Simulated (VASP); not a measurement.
# HfN (F-43m) in VASP: further runs, part 2 of 2

VASP 6.6.1. The steps go on from the part before.

## Step 4: Single point, PBEsol+D3(BJ)

This run uses another cell than the first one, of 13.59 Å³/atom, 0.966 times its volume.

INCAR reads:

```
SYSTEM = HfN
PREC = Accurate ; ENCUT = 520
EDIFF = 1E-6 ; ISMEAR = -1
SIGMA = 0.05 ; LREAL = .FALSE.
LASPH = .TRUE. ; NELM = 60
ALGO = Normal ; ISIF = 2
LWAVE = .FALSE. ; LCHARG = .FALSE.
GGA = PS ; IVDW = 12
NBANDS = 14
```

KPOINTS reads:

```
Automatic mesh
0
G
  10 10 10
  0 0 0
```

POSCAR reads:

```
HfN
1.0
    0.0000000000      2.3864403287      2.3864403287
    2.3864403287      0.0000000000      2.3864403287
    2.3864403287      2.3864403287      0.0000000000
Hf N
1 1
Direct
    0.0000000000      0.0000000000      0.0000000000
    0.7500000000      0.7500000000      0.7500000000
```

Launch:

```sh
$ cat potpaw_PBE.64/Hf_pv/POTCAR potpaw_PBE.64/N/POTCAR > POTCAR
$ mpirun -np 1 vasp_std > vasp.out
```

It took 14 s on 1 thread of AMD EPYC 9R14 (Zen 4), shared host; peak memory 0.15 GiB.

Results (log left out):

```yaml
Free_energy: -22.8706 eV
Pressure: 8.8 GPa
Dispersion_energy_per_atom: -0.328 eV
```

Levels at points of the mesh, in eV from the Fermi level:
| k point | band 4 | band 5 | band 6 | band 7 | band 8 | band 9 | band 10 | band 11 |
| --- | --- | --- | --- | --- | --- | --- | --- | --- |
| (0.00, 0.00, 0.00) | -16.51 | -5.84 | -5.84 | -5.84 | -0.50 | 2.43 | 2.43 | 7.16 |
| (0.50, 0.00, 0.00) | -15.22 | -5.86 | -5.17 | -5.17 | 1.72 | 3.00 | 3.00 | 4.52 |
| (0.50, 0.50, 0.00) | -14.77 | -7.38 | -3.66 | -3.66 | -1.16 | 2.42 | 4.48 | 5.17 |

Caveat: three body term missing; the PAW data sets were made with another functional, which shifts forces and pressure a little; spin-orbit coupling is left out, which moves the levels of the heavy elements; pairwise dispersion overbinds metals, which lowers pressure and volume.

## Step 5: Single point, PBEsol+D3(BJ)

This run uses another cell than the first one, of 14.34 Å³/atom, 1.020 times its volume.

INCAR reads:

```
SYSTEM = HfN
  PREC = Accurate
  ENCUT = 520
  EDIFF = 1E-6
  ISMEAR = -1
  SIGMA = 0.05
  LREAL = .FALSE.
  LASPH = .TRUE.
  NELM = 60
  ALGO = Normal
  ISIF = 2
  LWAVE = .FALSE.
  LCHARG = .FALSE.
  GGA = PS
  IVDW = 12
  NBANDS = 14
```

KPOINTS is that of step 4.

POSCAR reads:

```
HfN
1.0
    0.0000000000      2.4297049354      2.4297049354
    2.4297049354      0.0000000000      2.4297049354
    2.4297049354      2.4297049354      0.0000000000
Hf N
1 1
Direct
    0.0000000000      0.0000000000      0.0000000000
    0.7500000000      0.7500000000      0.7500000000
```

Launch:

```sh
$ cat potpaw_PBE.64/Hf_pv/POTCAR potpaw_PBE.64/N/POTCAR > POTCAR
$ mpirun -np 1 vasp_std > vasp.out
```

Wall time 14 s (1 thread of AMD EPYC 9R14 (Zen 4), shared host); peak memory 0.14 GiB.

It converged, with:

```
Free energy                : -22.8944 eV
Pressure                   : -3.3 GPa
Dispersion energy per atom : -0.311 eV
```

Levels at points of the mesh, in eV from the Fermi level:
| k point | band 3 | band 4 | band 5 | band 6 | band 7 | band 8 | band 9 | band 10 | band 11 | band 12 |
| --- | --- | --- | --- | --- | --- | --- | --- | --- | --- | --- |
| (0.00, 0.00, 0.00) | -30.92 | -16.23 | -5.57 | -5.57 | -5.57 | -0.63 | 2.30 | 2.30 | 6.81 | 6.81 |
| (0.50, 0.00, 0.00) | -30.99 | -15.06 | -5.76 | -4.96 | -4.96 | 1.62 | 2.82 | 2.82 | 4.32 | 5.47 |
| (0.50, 0.50, 0.00) | -31.10 | -14.66 | -7.07 | -3.60 | -3.60 | -1.13 | 2.26 | 4.19 | 4.85 | 4.85 |

Caveat: three body term missing; the PAW data sets were made with another functional, which shifts forces and pressure a little; spin-orbit coupling is left out, which moves the levels of the heavy elements; pairwise dispersion overbinds metals, which lowers pressure and volume.

## Step 6: Single point, PBEsol+D3(BJ)

This run uses another cell than the first one, of 14.20 Å³/atom, 1.010 times its volume.

INCAR reads:

```
SYSTEM = HfN
ALGO = Normal
EDIFF = 1E-6
ENCUT = 520
GGA = PS
ISIF = 2
ISMEAR = -1
IVDW = 12
LASPH = .True.
LCHARG = .False.
LREAL = .False.
LWAVE = .False.
NBANDS = 14
NELM = 80
PREC = Accurate
SIGMA = 0.05
```

KPOINTS reads:

```
k-points
0
Gamma
  10 10 10
  0 0 0
```

POSCAR reads:

```
HfN
1.0
    0.0000000000      2.4217435479      2.4217435479
    2.4217435479      0.0000000000      2.4217435479
    2.4217435479      2.4217435479      0.0000000000
Hf N
1 1
Direct
    0.0000000000      0.0000000000      0.0000000000
    0.7500000000      0.7500000000      0.7500000000
```

Potentials or basis: VASP PAW PBE potentials, release 64 (Hf_pv, N).

Launch:

```sh
$ cat potpaw_PBE.64/Hf_pv/POTCAR potpaw_PBE.64/N/POTCAR > POTCAR
$ mpirun -np 1 vasp_std > vasp.out
```

OUTCAR:

```text
SYSTEM = HfN
   EDIFF = 1E-6
   ENCUT = 520
   GGA = PS
   ISIF = 2
   ISMEAR = -1
   IVDW = 12
   LASPH = .True.
   LREAL = .False.
   NELM = 80
   PREC = Accurate
 IVDW          = 12

 ion  position               nearest neighbor table
   1  0.000  0.000  0.000-   2 2.10   2 2.10   2 2.10   2 2.10
   2  0.750  0.750  0.750-   1 2.10   1 2.10   1 2.10   1 2.10

  LATTYP: Found a face centered cubic cell.
 ALAT       =     4.8434870958

  Lattice vectors:

 A1 = (   0.0000000000,   2.4217435479,   2.4217435479)
 A2 = (   2.4217435479,   0.0000000000,   2.4217435479)
 A3 = (   2.4217435479,   2.4217435479,   0.0000000000)

Analysis of symmetry for initial positions (statically):
=====================================================================
 Subroutine PRICEL returns:
 Original cell was already a primitive cell.

 Routine SETGRP: Setting up the symmetry group for a
 face centered cubic supercell.

 Subroutine GETGRP returns: Found 24 space group operations
 (whereof 24 operations were pure point group operations)
 out of a pool of 48 trial point group operations.

The static configuration has the point symmetry T_d .

Analysis of symmetry for dynamics (positions and initial velocities):
=====================================================================
 Subroutine PRICEL returns:
 Original cell was already a primitive cell.

 Routine SETGRP: Setting up the symmetry group for a
 face centered cubic supercell.

 Subroutine GETGRP returns: Found 24 space group operations
 (whereof 24 operations were pure point group operations)
 out of a pool of 48 trial point group operations.

The dynamic configuration has the point symmetry T_d .

 Subroutine INISYM returns: Found 24 space group operations
 (whereof 24 operations are pure point group operations),
 and found     1 'primitive' translations

----------------------------------------------------------------------------------------

                                     Primitive cell

  volume of cell :      28.4063

  direct lattice vectors                    reciprocal lattice vectors
     0.000000000  2.421743548  2.421743548    -0.206462819  0.206462819  0.206462819
     2.421743548  0.000000000  2.421743548     0.206462819 -0.206462819  0.206462819
     2.421743548  2.421743548  0.000000000     0.206462819  0.206462819 -0.206462819

  length of vectors
     3.424862570  3.424862570  3.424862570     0.357604093  0.357604093  0.357604093

  position of ions in fractional coordinates (direct lattice)
     0.000000000  0.000000000  0.000000000
     0.750000000  0.750000000  0.750000000

  ion indices of the primitive-cell ions
   primitive index   ion index
                 1           1
                 2           2

----------------------------------------------------------------------------------------

 KPOINTS: k-points

Automatic generation of k-mesh.
 Grid dimensions read from file:
 generate k-points for:   10   10   10

 Generating k-lattice:

[... 21 lines left out ...]
  0.300000  0.000000  0.000000      8.000000
  0.400000  0.000000  0.000000      8.000000
  0.500000  0.000000  0.000000      4.000000
[... 16 lines left out ...]
  0.300000  0.300000  0.000000      6.000000
  0.400000  0.300000  0.000000     24.000000
 [... further k-points ...]
   k-points           NKPTS =     47   k-points in BZ     NKDIM =     47   number of bands    NBANDS=     14
   number of dos      NEDOS =    301   number of ions     NIONS =      2
   total plane-waves  NPLWV =  21952
   dimension x,y,z NGX =    28 NGY =   28 NGZ =   28
   dimension x,y,z NGXF=    56 NGYF=   56 NGZF=   56
   ions per type =               1   1
   NGX,Y,Z   is equivalent  to a cutoff of  13.59, 13.59, 13.59 a.u.
   NGXF,Y,Z  is equivalent  to a cutoff of  27.18, 27.18, 27.18 a.u.
 SYSTEM =  HfN
   PREC   = accura    normal or accurate (medium, high low for compatibility)
   ISTART =      0    job   : 0-new  1-cont  2-samecut
   ICHARG =      2    charge: 1-file 2-atom 10-const
   ISPIN  =      1    spin polarized calculation?
   LNONCOLLINEAR =      F non collinear calculations
   LSORBIT =      F    spin-orbit coupling
   LASPH  =      T    aspherical Exc in radial PAW
   ENCUT  =  520.0 eV  38.22 Ry    6.18 a.u.   6.37  6.37  6.37*2*pi/ulx,y,z
   NELM   =     80;   NELMIN=  2; NELMDL= -5     # of ELM steps
   EDIFF  = 0.1E-05   stopping-criterion for ELM
   LREAL  =      F    real-space projection
   EDIFFG = 0.1E-04   stopping-criterion for IOM
   NSW    =      0    number of steps for IOM
   IBRION =     -1    ionic relax: 0-MD 1-quasi-New 2-CG
   NFREE  =      0    steps in history (QN), initial steepest desc. (CG)
   ISIF   =      2    stress and relaxation
   ISYM   =      2    0-nonsym 1-usesym 2-fastsym
   POTIM  = 0.5000    time-step for ionic-motion
   TEBEG  =    0.0;   TEEND  =   0.0 temperature during run
   PSTRESS=    0.0 pullay stress
   NELECT =      15.0000    total number of electrons
   NUPDOWN=      -1.0000    fix difference up-down
   EMIN   =  10.00;   EMAX   =-10.00  energy-range for DOS
   EFERMI =   0.00;   METHOD = LEGACY
   ISMEAR =    -1;   SIGMA  =   0.05  broadening in eV -4-tet -1-fermi 0-gaus
   EFERMI_NEDOS =   21; number of points for ismear=-14 and -15
   IALGO  =     38    algorithm
   IMIX   =      4    mixing-type and parameters
     AMIX     =   0.40;   BMIX     =  1.00
     AMIX_MAG =   1.60;   BMIX_MAG =  1.00
  volume/ion in A,a.u.               =      14.20        95.85
  Fermi-wavevector in a.u.,A,eV,Ry     =   1.323225  2.500533 23.822780  1.750925
  Thomas-Fermi vector in A             =   2.452849
   LORBIT       =      0    0 simple, 1 ext, 2 COOP (PROOUT), +10 PAW based schemes
   GGA     = PS    functional components
   LHFCALC =     F    Hartree Fock is set to
   AEXX    =    0.0000 exact exchange contribution
   IVDW    =    12    specifies the selected vdW correction
   LEPSILON=     F    determine dielectric tensor
   LRPA    =     F    only Hartree local field effects (RPA)
 non-spin polarized calculation
  energy-cutoff  :      520.00
  volume of cell :       28.41
 maximum number of plane-waves:       785
 NGX is ok and might be reduce to    28
   NGX = 13   NGY = 13   NGZ = 13

 number of electron      15.0000002 magnetization

 Free energy of the ion-electron system (eV)
  ---------------------------------------------------
  ext. energy  EPLUGINS =         0.00000000
  ---------------------------------------------------
  free energy    TOTEN  =       -22.27032999 eV

  energy without entropy =      -22.26575588  energy(sigma->0) =      -22.26804294

 E-fermi :   5.8904     XC(G=0): -11.5923

 val. band max:        5.8603431131   @ k =   0.3000   0.2000   0.0000
 cond. band min:       5.9613963710   @ k =   0.4000   0.2000   0.0000
 fundamental gap:      0.1010532578
 Fermi energy:         5.8903890488

 k-point     1 :       0.0000    0.0000    0.0000
  band No.  band energies     occupation
      1     -24.9951      2.00000
      2     -24.9951      2.00000
      3     -24.9951      2.00000
      4     -10.3909      2.00000
      5       0.2725      2.00000
      6       0.2725      2.00000
      7       0.2725      2.00000
      8       5.2831      1.99999
      9       8.2163      0.00000
     10       8.2163      0.00000
     11      12.7685      0.00000
     12      12.7685      0.00000
     13      12.7685      0.00000
     14      18.4141      0.00000
[... 377 lines left out ...]
      1     -25.4450      2.00000
      2     -25.1571      2.00000
      3     -25.1400      2.00000
      4      -9.0550      2.00000
      5      -1.0347      2.00000
      6       1.6140      2.00000
      7       1.6859      2.00000
      8       5.0971      2.00000
      9       8.7743      0.00000
     10       9.5773      0.00000
     11      11.6449      0.00000
     12      12.0795      0.00000
     13      13.1884      0.00000
     14      17.3202      0.00000

 [... further k-points ...]

------------------------ aborting loop because EDIFF is reached ----------------------------------------

 Edisp (eV)   -0.62803

 E8    (eV) :    -0.4406

  FORCE on cell =-STRESS in cart. coord.  units (eV):
  Direction    XX          YY          ZZ          XY          YZ          ZX
  --------------------------------------------------------------------------------------
  -------------------------------------------------------------------------------------
  Total      -0.23474    -0.23474    -0.23474    -0.00000     0.00000     0.00000
  in kB     -13.23984   -13.23984   -13.23984    -0.00000     0.00000     0.00000
  external pressure =      -13.24 kB  Pullay stress =        0.00 kB

 VOLUME and BASIS-vectors are now :
 -----------------------------------------------------------------------------
  energy-cutoff  :      520.00
  volume of cell :       28.41
      direct lattice vectors                 reciprocal lattice vectors
     0.000000000  2.421743548  2.421743548    -0.206462819  0.206462819  0.206462819
     2.421743548  0.000000000  2.421743548     0.206462819 -0.206462819  0.206462819
     2.421743548  2.421743548  0.000000000     0.206462819  0.206462819 -0.206462819

 POSITION                                       TOTAL-FORCE (eV/Angst)
 -----------------------------------------------------------------------------------
      0.00000      0.00000      0.00000        -0.000000     -0.000000     -0.000000
      3.63262      3.63262      3.63262         0.000000      0.000000      0.000000
 -----------------------------------------------------------------------------------
    total drift:                                0.000000      0.000000      0.000000

  FREE ENERGIE OF THE ION-ELECTRON SYSTEM (eV)
  ---------------------------------------------------
  free  energy   TOTEN  =       -22.8983634167 eV

  energy  without entropy=      -22.8937893077  energy(sigma->0) =      -22.89607636
```

OSZICAR:

```text
N       E                     dE             d eps       ncg     rms          rms(c)
DAV:   1     0.404279758346E+02    0.40428E+02   -0.75577E+03  1316   0.975E+02
DAV:   2    -0.231793973836E+02   -0.63607E+02   -0.59450E+02  1800   0.232E+02
DAV:   3    -0.255555115975E+02   -0.23761E+01   -0.23686E+01  1502   0.374E+01
DAV:   4    -0.255674652250E+02   -0.11954E-01   -0.11952E-01  1580   0.318E+00
DAV:   5    -0.255675808126E+02   -0.11559E-03   -0.11559E-03  1508   0.274E-01    0.586E+01
DAV:   6    -0.223929205475E+02    0.31747E+01   -0.11265E+01  1412   0.236E+01    0.417E+01
DAV:   7    -0.222967215495E+02    0.96199E-01   -0.64659E-01  1412   0.716E+00    0.248E+01
DAV:   8    -0.222763098342E+02    0.20412E-01   -0.82607E-02  1574   0.260E+00    0.571E+00
DAV:   9    -0.222705456248E+02    0.57642E-02   -0.16426E-02  1478   0.951E-01    0.177E+00
DAV:  10    -0.222703834090E+02    0.16222E-03   -0.15927E-03  1562   0.358E-01    0.406E-01
DAV:  11    -0.222703326191E+02    0.50790E-04   -0.14369E-04  1514   0.113E-01    0.864E-02
DAV:  12    -0.222703300710E+02    0.25480E-05   -0.21889E-05  1724   0.364E-02    0.207E-02
DAV:  13    -0.222703299937E+02    0.77356E-07   -0.71861E-07   952   0.828E-03
   1 F= -.22898363E+02 E0= -.22896076E+02  d E =-.457411E-02
```

It took 14 s on 1 thread of AMD EPYC 9R14 (Zen 4), shared host; peak memory 0.14 GiB.

What came out:

```
Free energy                : -22.8984 eV
Pressure                   : -1.3 GPa
Dispersion energy per atom : -0.314 eV
```

Levels at points of the mesh, in eV from the Fermi level:
| k point | band 3 | band 4 | band 5 | band 6 | band 7 | band 8 | band 9 | band 10 | band 11 | band 12 |
| --- | --- | --- | --- | --- | --- | --- | --- | --- | --- | --- |
| (0.00, 0.00, 0.00) | -30.89 | -16.28 | -5.62 | -5.62 | -5.62 | -0.61 | 2.33 | 2.33 | 6.88 | 6.88 |
| (0.50, 0.00, 0.00) | -30.96 | -15.09 | -5.78 | -4.99 | -4.99 | 1.64 | 2.86 | 2.86 | 4.36 | 5.53 |
| (0.50, 0.50, 0.00) | -31.07 | -14.68 | -7.13 | -3.61 | -3.61 | -1.14 | 2.29 | 4.25 | 4.91 | 4.91 |

Caveat: three body term missing; the PAW data sets were made with another functional, which shifts forces and pressure a little; spin-orbit coupling is left out, which moves the levels of the heavy elements; pairwise dispersion overbinds metals, which lowers pressure and volume.

## Step 7: The runs side by side

| cell | gap on the mesh (eV) | pressure (GPa) |
| --- | --- | --- |
| a = 3.414 Å, angles 60.0°, 2 atoms | none | 0.7 |
| a = 3.399 Å, angles 60.0°, 2 atoms | none | 3.7 |
| a = 3.375 Å, angles 60.0°, 2 atoms | none | 8.8 |
| a = 3.436 Å, angles 60.0°, 2 atoms | none | -3.3 |
| a = 3.425 Å, angles 60.0°, 2 atoms | none | -1.3 |

Alike in all rows: task single point; level PBEsol+D3(BJ); potentials or basis VASP PAW PBE potentials, release 64 (Hf_pv, N); no spin polarisation; k mesh 10 × 10 × 10; cutoff (eV) 520; smearing fermi-dirac 0.05 eV.

Caveats: three body term missing; the PAW data sets were made with another functional, which shifts forces and pressure a little; spin-orbit coupling is left out, which moves the levels of the heavy elements; pairwise dispersion overbinds metals, which lowers pressure and volume.

Total energies depend on the potentials used, so only differences within one code and one set of settings carry meaning.
